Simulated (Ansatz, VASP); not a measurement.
Given: the input of a run of VASP 6.6.1 on Al.

INCAR

```
  PREC = Accurate
  ENCUT = 520
  EDIFF = 1E-6
  ISMEAR = -1
  SIGMA = 0.05
  LREAL = False
  LASPH = True
  NELM = 60
  ALGO = Normal
  ISIF = 2
  LWAVE = False
  LCHARG = False
  GGA = CA
  NBANDS = 8
```

Contents of KPOINTS:

```
regular mesh
0
Gamma
  11 11 11
```

Contents of POSCAR:

```
Al
1.0
    0.0000000000      2.0382146954      2.0382146954
    2.0382146954      0.0000000000      2.0382146954
    2.0382146954      2.0382146954      0.0000000000
Al
1
Direct
    0.0000000000      0.0000000000      0.0000000000
```

Potentials or basis: VASP PAW LDA potentials, release 64 (Al).

The run is started by

```console
$ cat potpaw_LDA.64/Al/POTCAR > POTCAR
$ mpirun -np 1 vasp_std > vasp.out
```

**Question.** Set up the same calculation for Ansatz 0.2.0. Potentials there: all-electron LAPW, scalar-relativistic.

**Answer.** As run (the cutoff follows the program's own potentials):

The input input.yaml:

```yaml
crystal:
  lattice:
    - [0.0, 2.0382146954, 2.0382146954]
    - [2.0382146954, 0.0, 2.0382146954]
    - [2.0382146954, 2.0382146954, 0.0]
  atoms:
    - { symbol: Al, position: [0.0, 0.0, 0.0] }
kpoints:
  mp_grid: { grid: [11, 11, 11] }
scf:
  occupations: { method: fermi_dirac, width: 0.05 }
hamiltonian:
  xc: lda
  pseudopotentials: { kind: all_electron, lapw: { basis_error: 0.001 } }
output:
  forces: true
  stress: true
  eigenvalues: true
```

Potentials or basis: all-electron LAPW, scalar-relativistic.

Command:

```sh
$ ansatz run input.yaml --threads 1 --pin off --max-ram 3072MiB --backend cpu --events-out ev --progress --plain --runs-dir out
```

Both were run:

|  | VASP | Ansatz | Ansatz less VASP |
| --- | --- | --- | --- |
| gap on the k mesh at the Fermi level (eV) | none | none | - |
| pressure (GPa) | -4.9 | -4.9 | -0.02 |

LDA's correlation is that of Perdew and Zunger in VASP and of Perdew and Wang (1992) in Ansatz. A gap of «none» marks a metal or a gap that the smearing closes. Ansatz ran all-electron here, and VASP with PAW potentials.
